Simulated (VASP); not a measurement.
Input of a VASP 6.6.1 run:

INCAR

```
SYSTEM = WS2
ALGO = Normal ; EDIFF = 1E-6
ENCUT = 520 ; GGA = PE
ISIF = 2 ; ISMEAR = 0
IVDW = 12 ; LASPH = .True.
LCHARG = .False. ; LREAL = .False.
LWAVE = .False. ; NBANDS = 35
NELM = 60 ; PREC = Accurate
SIGMA = 0.05
```

KPOINTS

```
k-points
0
Gamma
  12 12 4
  0 0 0
```

File POSCAR:

```
WS2
1.0
    3.1542061832      0.0000000000      0.0000000000
   -1.5771030916      2.7316226834      0.0000000000
    0.0000000000      0.0000000000     12.1399091344
W S
2 4
Direct
    0.3333333333      0.6666666667      0.2500000000
    0.6666666667      0.3333333333      0.7500000000
    0.3333333333      0.6666666667      0.6202874207
    0.6666666667      0.3333333333      0.1202874207
    0.3333333333      0.6666666667      0.8797125793
    0.6666666667      0.3333333333      0.3797125793
```

Potentials or basis: VASP PAW PBE potentials, release 64 (W_sv, S).

The run is started by

```sh
$ cat potpaw_PBE.64/W_sv/POTCAR potpaw_PBE.64/S/POTCAR > POTCAR
$ mpirun -np 1 vasp_std > vasp.out
```

Q: Predict the dispersion energy per atom.

A: -0.435 eV.

Q: Estimate the pressure.

A: 0.0 GPa.
